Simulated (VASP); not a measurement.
# W (C2/c) in VASP: further runs, part 2 of 2

VASP 6.6.1. Earlier steps stand in the parts before.

### Step 3. Single point, LDA (14.46 Å³/atom)

This run uses another cell than the first one, of 14.46 Å³/atom.

INCAR

```
SYSTEM = W
PREC     = Accurate       ! precision mode
ENCUT    = 520            ! plane-wave cutoff, eV
EDIFF    = 1E-7           ! SCF threshold, eV
ISMEAR   = -1             ! smearing method
SIGMA    = 0.1            ! smearing width, eV
LREAL    = .FALSE.        ! projectors in reciprocal space
LASPH    = .TRUE.         ! aspherical terms in the spheres
NELM     = 80             ! most SCF steps
ALGO     = Normal         ! electronic algorithm
ISIF     = 2              ! what is computed and relaxed
LWAVE    = .FALSE.        ! write WAVECAR
LCHARG   = .FALSE.        ! write CHGCAR
NBANDS   = 21             ! bands
```

KPOINTS

```
regular mesh
0
G
  15 15 8
  0 0 0
```

POSCAR

```
W
1.0
   -1.8273162502      1.8274887131      1.2884052798
    1.8274887131     -1.8273162502      1.2884052798
    3.0711467241      3.0711467241     -1.2880894138
W
2
Direct
    0.0000223358      0.9999776642      0.0000000000
    0.7499776642      0.2500223358      0.5000000000
```

Potentials or basis: VASP PAW LDA potentials, release 64 (W_sv).

The run is started by

```console
$ cat potpaw_LDA.64/W_sv/POTCAR > POTCAR
$ mpirun -np 1 vasp_std > vasp.out
```

OUTCAR:

```text
SYSTEM = W
   PREC = Accurate
   ENCUT = 520
   EDIFF = 1E-7
   ISMEAR = -1
   LREAL = .FALSE.
   LASPH = .TRUE.
   NELM = 80
   ISIF = 2

 ion  position               nearest neighbor table
   1  0.000  1.000  0.000-   2 2.61   2 2.61   2 2.61   2 2.61   2 3.18   2 3.18   2 3.18   2 3.18

   2  0.750  0.250  0.500-   1 2.61   1 2.61   1 2.61   1 2.61   1 3.18   1 3.18   1 3.18   1 3.18

  LATTYP: Found a base centered monoclinic cell.
 ALAT       =     2.5768105711
 B/A-ratio  =     2.0058419524
 C/A-ratio  =     1.7580796648
 COS(beta)  =    -0.2842407477

  Lattice vectors:

 A1 = (  -1.8273162502,   1.8274887131,   1.2884052798)
 A2 = (   1.8274887131,  -1.8273162502,   1.2884052798)
 A3 = (   3.0711467241,   3.0711467241,  -1.2880894138)

Analysis of symmetry for initial positions (statically):
=====================================================================
 Subroutine PRICEL returns:
 Original cell was already a primitive cell.

 Routine SETGRP: Setting up the symmetry group for a
 base centered monoclinic supercell.

[... 164 lines left out ...]
  free energy    TOTEN  =       -27.37199058 eV

  energy without entropy =      -27.33673031  energy(sigma->0) =      -27.35436045

 E-fermi :  12.4482     XC(G=0): -14.3300

 val. band max:       12.4472441015   @ k =  -0.2667  -0.4667   0.3750
 cond. band min:      12.4500084776   @ k =   0.4000   0.0667   0.3750
 fundamental gap:      0.0027643762
 Fermi energy:        12.4481501689

 k-point     1 :       0.0000    0.0000    0.0000
  band No.  band energies     occupation
      1     -60.9032      2.00000
      2     -60.6616      2.00000
      3     -26.4116      2.00000
      4     -25.1499      2.00000
      5     -24.6611      2.00000
      6     -24.5045      2.00000
[... 565 lines left out ...]
     20      20.7368      0.00000
     21      25.1371      0.00000

 [... further k-points ...]

------------------------ aborting loop because EDIFF is reached ----------------------------------------

  FORCE on cell =-STRESS in cart. coord.  units (eV):
  Direction    XX          YY          ZZ          XY          YZ          ZX
  --------------------------------------------------------------------------------------
  -------------------------------------------------------------------------------------
  Total        6.1356365      6.1356365      6.0798669      0.2746857     -0.0084309     -0.0084309
  in kB      339.8683713    339.8683713    336.7791526     15.2155311     -0.4670080     -0.4670092
  external PRESSURE =     338.8386317 kB  Pullay stress =       0.0000000 kB

 VOLUME and BASIS-vectors are now :
 -----------------------------------------------------------------------------
  energy-cutoff  :      520.00
  volume of cell :       28.92
      direct lattice vectors                 reciprocal lattice vectors
    -1.827316250  1.827488713  1.288405280    -0.055425628  0.218186783  0.388065753
     1.827488713 -1.827316250  1.288405280     0.218186783 -0.055425628  0.388065753
     3.071146724  3.071146724 -1.288089414     0.162801067  0.162801067 -0.000021792

 POSITION                                       TOTAL-FORCE (eV/Angst)
 -----------------------------------------------------------------------------------
      1.82741     -1.82723      1.28841        -0.001016      0.001016      0.000000
      0.62204      2.44928      0.64436         0.001016     -0.001016     -0.000000
 -----------------------------------------------------------------------------------
    total drift:                               -0.000000     -0.000000      0.000000

  FREE ENERGIE OF THE ION-ELECTRON SYSTEM (eV)
  ---------------------------------------------------
  free  energy   TOTEN  =       -27.3719905807 eV

  energy  without entropy=      -27.3367303115  energy(sigma->0) =      -27.35436045
```

stdout:

```text
POSCAR found type information on POSCAR W
 POSCAR found :  1 types and       2 ions
 scaLAPACK will be used
 LDA part: xc-table for (Slater(with rela. corr.)+CA(PZ))
 , standard interpolation
 POSCAR, INCAR and KPOINTS ok, starting setup
 FFT: planning ... GRIDC
 FFT: planning ... GRID_SOFT
 FFT: planning ... GRID
 WAVECAR not read
 entering main loop
```

It took 6.1 min on 1 thread of Intel Xeon 8259CL, shared host; peak memory 0.33 GiB.

Results:

```
Free energy            : -27.3720 eV
Pressure               : 33.9 GPa
Band gap on the k mesh : zero (bands 14 and 15 overlap by 1.55 eV)
```

Stress tensor (GPa, compression positive):
```
33.99  1.52 -0.05
 1.52 33.99 -0.05
-0.05 -0.05 33.68
```

Caveat: the cell stands under pressure; spin-orbit coupling is left out, which moves the levels of the heavy elements.

### Step 4. Single point, LDA (16.98 Å³/atom)

This run uses another cell than the first one, of 16.98 Å³/atom.

INCAR

```
SYSTEM = W
PREC = Accurate
ENCUT = 520
EDIFF = 1E-7
ISMEAR = -1
SIGMA = 0.1
LREAL = .False.
LASPH = .True.
NELM = 60
ALGO = Normal
ISIF = 2
LWAVE = .False.
LCHARG = .False.
NBANDS = 21
```

KPOINTS

```
regular mesh
0
Gamma
  15 15 8
  0 0 0
```

POSCAR

```
W
1.0
   -1.9276389471      1.9278208784      1.3591408694
    1.9278208784     -1.9276389471      1.3591408694
    3.2397577797      3.2397577797     -1.3588076618
W
2
Direct
    0.0000223358      0.9999776642      0.0000000000
    0.7499776642      0.2500223358      0.5000000000
```

Potentials or basis: VASP PAW LDA potentials, release 64 (W_sv).

The run is started by

```console
$ cat potpaw_LDA.64/W_sv/POTCAR > POTCAR
$ mpirun -np 1 vasp_std > vasp.out
```

OUTCAR:

```text
SYSTEM = W
   PREC = Accurate
   ENCUT = 520
   EDIFF = 1E-7
   ISMEAR = -1
   LREAL = .False.
   LASPH = .True.
   NELM = 60
   ISIF = 2

 ion  position               nearest neighbor table
   1  0.000  1.000  0.000-   2 2.75   2 2.75   2 2.75   2 2.75   2 3.36   2 3.36   2 3.36   2 3.36

   2  0.750  0.250  0.500-   1 2.75   1 2.75   1 2.75   1 2.75   1 3.36   1 3.36   1 3.36   1 3.36

  LATTYP: Found a base centered monoclinic cell.
 ALAT       =     2.7182817510
 B/A-ratio  =     2.0058419523
 C/A-ratio  =     1.7580796648
[... 769 lines left out ...]

  FORCE on cell =-STRESS in cart. coord.  units (eV):
  Direction    XX          YY          ZZ          XY          YZ          ZX
  --------------------------------------------------------------------------------------
  -------------------------------------------------------------------------------------
  Total       -4.1121226     -4.1121226     -4.1417337     -0.2370781     -0.0012689     -0.0012689
  in kB     -194.0355259   -194.0355259   -195.4327617    -11.1868192     -0.0598753     -0.0598762
  external PRESSURE =    -194.5012712 kB  Pullay stress =       0.0000000 kB

 VOLUME and BASIS-vectors are now :
 -----------------------------------------------------------------------------
  energy-cutoff  :      520.00
  volume of cell :       33.95
      direct lattice vectors                 reciprocal lattice vectors
    -1.927638947  1.927820878  1.359140869    -0.052541038  0.206831396  0.367869127
     1.927820878 -1.927638947  1.359140869     0.206831396 -0.052541038  0.367869127
     3.239757780  3.239757780 -1.358807662     0.154328193  0.154328193 -0.000020658

 POSITION                                       TOTAL-FORCE (eV/Angst)
 -----------------------------------------------------------------------------------
      1.92773     -1.92755      1.35914        -0.001005      0.001005     -0.000000
      0.65619      2.58375      0.67974         0.001005     -0.001005      0.000000
 -----------------------------------------------------------------------------------
    total drift:                               -0.000000     -0.000000      0.000000

  FREE ENERGIE OF THE ION-ELECTRON SYSTEM (eV)
  ---------------------------------------------------
  free  energy   TOTEN  =       -27.4887642591 eV

  energy  without entropy=      -27.4522390165  energy(sigma->0) =      -27.47050164
```

It took 6.2 min on 1 thread of Intel Xeon 8259CL, shared host; peak memory 0.36 GiB.

What came out:

- Free energy: -27.4888 eV
- Pressure: -19.5 GPa
- Band gap on the k mesh: zero (bands 14 and 15 overlap by 1.06 eV)

Levels at points of the mesh, in eV from the Fermi level:
```
           k point  band 12  band 13  band 14  band 15  band 16  band 17
(0.00, 0.00, 0.00)    -1.91    -0.69     0.65     0.86     1.12     1.23
(0.00, 0.00, 0.50)    -1.91    -1.49    -1.49     0.71     0.71     1.69
```

Caveat: the cell stands under tension; spin-orbit coupling is left out, which moves the levels of the heavy elements.

### Step 5. Overview

```tsv
cell	gap on the mesh (eV)	pressure (GPa)
a = 2.845, b = 2.845, c = 4.464 Å, angles 97.3, 97.3, 127.0°, 2 atoms	none	55.5
a = 2.888, b = 2.888, c = 4.530 Å, angles 97.3, 97.3, 127.0°, 2 atoms	none	33.9
a = 3.046, b = 3.046, c = 4.779 Å, angles 97.3, 97.3, 127.0°, 2 atoms	none	-19.5
```

Alike in all rows: task single point; level LDA; potentials or basis VASP PAW LDA potentials, release 64 (W_sv); no spin polarisation; k mesh 15 × 15 × 8; cutoff (eV) 520; smearing fermi-dirac 0.1 eV.

Caveats: spin-orbit coupling is left out, which moves the levels of the heavy elements; the cell stands under pressure (at least some runs); the cell stands under tension (at least some runs).

Absolute energies hang on the potentials; compare differences alone.
